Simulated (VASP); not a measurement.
# Hg (P6_3/mmc) in VASP: a series of runs, part 2 of 2

VASP 6.6.1. The steps go on from the part before.

**3. Single point, PBEsol (volume scaled by 0.88)**

The input, INCAR:

```
ALGO = Normal ; EDIFF = 1E-6
ENCUT = 520 ; GGA = PS
ISIF = 2 ; ISMEAR = -1
LASPH = T ; LCHARG = T
LELF = T ; LREAL = F
LVHAR = T ; LWAVE = F
NBANDS = 19 ; NELM = 100
PREC = Accurate ; SIGMA = 0.08
```

The input, KPOINTS:

```
k-points
0
Gamma
  15 15 8
```

The input, POSCAR:

```
Hg
1.0
    3.1005411913      0.0000000000      0.0000000000
   -1.5502705957      2.6851474372      0.0000000000
    0.0000000000      0.0000000000      5.0080246921
Hg
2
Direct
    0.3333333333      0.6666666667      0.2500000000
    0.6666666667      0.3333333333      0.7500000000
```

Potentials or basis: VASP PAW PBE potentials, release 64 (Hg).

Launch:

```bash
$ cat potpaw_PBE.64/Hg/POTCAR > POTCAR
$ mpirun -np 1 vasp_std > vasp.out
```

OUTCAR:

```text
EDIFF = 1E-6
   ENCUT = 520
   GGA = PS
   ISIF = 2
   ISMEAR = -1
   LASPH = T
   LREAL = F
   NELM = 100
   PREC = Accurate

 ion  position               nearest neighbor table
   1  0.333  0.667  0.250-   2 3.08   2 3.08   2 3.08   2 3.08   2 3.08   2 3.08
   2  0.667  0.333  0.750-   1 3.08   1 3.08   1 3.08   1 3.08   1 3.08   1 3.08

  LATTYP: Found a hexagonal cell.
 ALAT       =     3.1005411913
 C/A-ratio  =     1.6152098563

  Lattice vectors:

 A1 = (   3.1005411913,   0.0000000000,   0.0000000000)
 A2 = (  -1.5502705957,   2.6851474372,   0.0000000000)
 A3 = (   0.0000000000,   0.0000000000,   5.0080246921)

Analysis of symmetry for initial positions (statically):
=====================================================================
 Subroutine PRICEL returns:
 Original cell was already a primitive cell.

 Routine SETGRP: Setting up the symmetry group for a
 hexagonal supercell.

 Subroutine GETGRP returns: Found 24 space group operations
 (whereof 12 operations were pure point group operations)
 out of a pool of 24 trial point group operations.

The static configuration has the point symmetry D_3d.
 The point group associated with its full space group is D_6h.

Analysis of symmetry for dynamics (positions and initial velocities):
=====================================================================
 Subroutine PRICEL returns:
 Original cell was already a primitive cell.

 Routine SETGRP: Setting up the symmetry group for a
 hexagonal supercell.

 Subroutine GETGRP returns: Found 24 space group operations
 (whereof 12 operations were pure point group operations)
 out of a pool of 24 trial point group operations.

The dynamic configuration has the point symmetry D_3d.
 The point group associated with its full space group is D_6h.

[... 105 lines left out ...]
   ISYM   =      2    0-nonsym 1-usesym 2-fastsym
   POTIM  = 0.5000    time-step for ionic-motion
   TEBEG  =    0.0;   TEEND  =   0.0 temperature during run
   PSTRESS=    0.0 pullay stress
   NELECT =      24.0000    total number of electrons
   NUPDOWN=      -1.0000    fix difference up-down
   EMIN   =  10.00;   EMAX   =-10.00  energy-range for DOS
   EFERMI =   0.00;   METHOD = LEGACY
   ISMEAR =    -1;   SIGMA  =   0.08  broadening in eV -4-tet -1-fermi 0-gaus
   EFERMI_NEDOS =   21; number of points for ismear=-14 and -15
   IALGO  =     38    algorithm
   IMIX   =      4    mixing-type and parameters
     AMIX     =   0.40;   BMIX     =  1.00
     AMIX_MAG =   1.60;   BMIX_MAG =  1.00
  volume/ion in A,a.u.               =      20.85       140.68
  Fermi-wavevector in a.u.,A,eV,Ry     =   1.361825  2.573476 25.232910  1.854567
  Thomas-Fermi vector in A             =   2.488367
   LORBIT       =      0    0 simple, 1 ext, 2 COOP (PROOUT), +10 PAW based schemes
   GGA     = PS    functional components
   LHFCALC =     F    Hartree Fock is set to
   AEXX    =    0.0000 exact exchange contribution
   IVDW    =     0    specifies the selected vdW correction
   LEPSILON=     F    determine dielectric tensor
   LRPA    =     F    only Hartree local field effects (RPA)
 non-spin polarized calculation
  energy-cutoff  :      520.00
  volume of cell :       41.69
 maximum number of plane-waves:      1140
 NGX is ok and might be reduce to    24
   NGX = 11   NGY = 11   NGZ = 19

 number of electron      23.9999998 magnetization

 Free energy of the ion-electron system (eV)
  ---------------------------------------------------
  ext. energy  EPLUGINS =         0.00000000
  ---------------------------------------------------
  free energy    TOTEN  =        -0.98191315 eV

  energy without entropy =       -0.96795663  energy(sigma->0) =       -0.97493489

 E-fermi :   3.6806     XC(G=0): -11.7449

 val. band max:        3.6638319763   @ k =   0.3333   0.2667   0.3750
 cond. band min:       3.6898818167   @ k =   0.2667   0.2667   0.2500
 fundamental gap:      0.0260498403
 Fermi energy:         3.6805882057

 k-point     1 :       0.0000    0.0000    0.0000
  band No.  band energies     occupation
      1      -6.5687      2.00000
      2      -5.1297      2.00000
      3      -3.7775      2.00000
      4      -3.7226      2.00000
      5      -3.7226      2.00000
      6      -3.5360      2.00000
[... 505 lines left out ...]
      6      -3.4239      2.00000
[... 11 lines left out ...]
     18      13.0102      0.00000
     19      14.5934      0.00000

 [... further k-points ...]
[... 5 lines left out ...]
  --------------------------------------------------------------------------------------
  -------------------------------------------------------------------------------------
  Total        1.8944649      1.8944649      1.9100418     -0.0000000     -0.0000000      0.0000000
  in kB       72.7989359     72.7989359     73.3975132     -0.0000000     -0.0000000      0.0000000
  external PRESSURE =      72.9984617 kB  Pullay stress =       0.0000000 kB

 VOLUME and BASIS-vectors are now :
 -----------------------------------------------------------------------------
  energy-cutoff  :      520.00
  volume of cell :       41.69
      direct lattice vectors                 reciprocal lattice vectors
     3.100541191  0.000000000  0.000000000     0.322524340  0.186209514  0.000000000
    -1.550270596  2.685147437  0.000000000     0.000000000  0.372419029  0.000000000
     0.000000000  0.000000000  5.008024692     0.000000000  0.000000000  0.199679527

 POSITION                                       TOTAL-FORCE (eV/Angst)
 -----------------------------------------------------------------------------------
     -0.00000      1.79010      1.25201         0.000000      0.000000      0.000000
      1.55027      0.89505      3.75602         0.000000     -0.000000      0.000000
 -----------------------------------------------------------------------------------
    total drift:                               -0.000000      0.000000     -0.000000

  FREE ENERGIE OF THE ION-ELECTRON SYSTEM (eV)
  ---------------------------------------------------
  free  energy   TOTEN  =        -0.9819131467 eV

  energy  without entropy=       -0.9679566277  energy(sigma->0) =       -0.97493489
```

It took 1.7 min on 1 thread of Intel Xeon Platinum 8259CL at 2.50GHz (Skylake/Cascade Lake), shared host; peak memory 0.22 GiB.

Results:

```
Free energy            : -0.9819 eV
Pressure               : 7.3 GPa
Band gap on the k mesh : zero (band 12 reaches 4.07 eV, above the bottom of band 13 at 2.44 eV)
```

Levels at points of the mesh, in eV from the Fermi level:
```csv
k point,band 10,band 11,band 12,band 13,band 14,band 15
"(0.00, 0.00, 0.00)",-6.08,-6.08,-2.24,-1.24,13.13,13.46
"(0.00, 0.00, 0.50)",-6.36,-6.36,-6.36,7.35,7.35,13.40
```

Caveat: the PAW data sets were made with another functional, which shifts forces and pressure a little; spin-orbit coupling is left out, which moves the levels of the heavy elements.

**4. Single point, PBEsol (volume scaled by 0.88)**

The input, INCAR:

```
SYSTEM = Hg
PREC = Accurate
ENCUT = 520
EDIFF = 1E-6
ISMEAR = -1
SIGMA = 0.08
LREAL = .FALSE.
LASPH = .TRUE.
NELM = 60
ALGO = Normal
ISIF = 2
LWAVE = .FALSE.
LCHARG = .FALSE.
GGA = PS
NBANDS = 19
```

The input, KPOINTS:

```
regular mesh
0
G
  15 15 8
  0 0 0
```

POSCAR is that of step 3.

Launch:

```bash
$ cat potpaw_PBE.64/Hg/POTCAR > POTCAR
$ mpirun -np 1 vasp_std > vasp.out
```

Wall time 92 s (1 thread of Intel Xeon Platinum 8259CL at 2.50GHz (Skylake/Cascade Lake), shared host); peak memory 0.22 GiB.

The run converged. Its results:

* Free energy: -0.9819 eV
* Pressure: 7.3 GPa
* Band gap on the k mesh: zero (band 12 reaches 4.07 eV, above the bottom of band 13 at 2.44 eV)

Levels at points of the mesh, in eV from the Fermi level:
```tsv
k point	band 9	band 10	band 11	band 12	band 13	band 14	band 15	band 16
(0.00, 0.00, 0.00)	-6.98	-6.08	-6.08	-2.24	-1.24	13.13	13.46	13.46
(0.00, 0.00, 0.50)	-6.36	-6.36	-6.36	-6.36	7.35	7.35	13.40	13.40
```

Caveat: the PAW data sets were made with another functional, which shifts forces and pressure a little; spin-orbit coupling is left out, which moves the levels of the heavy elements.
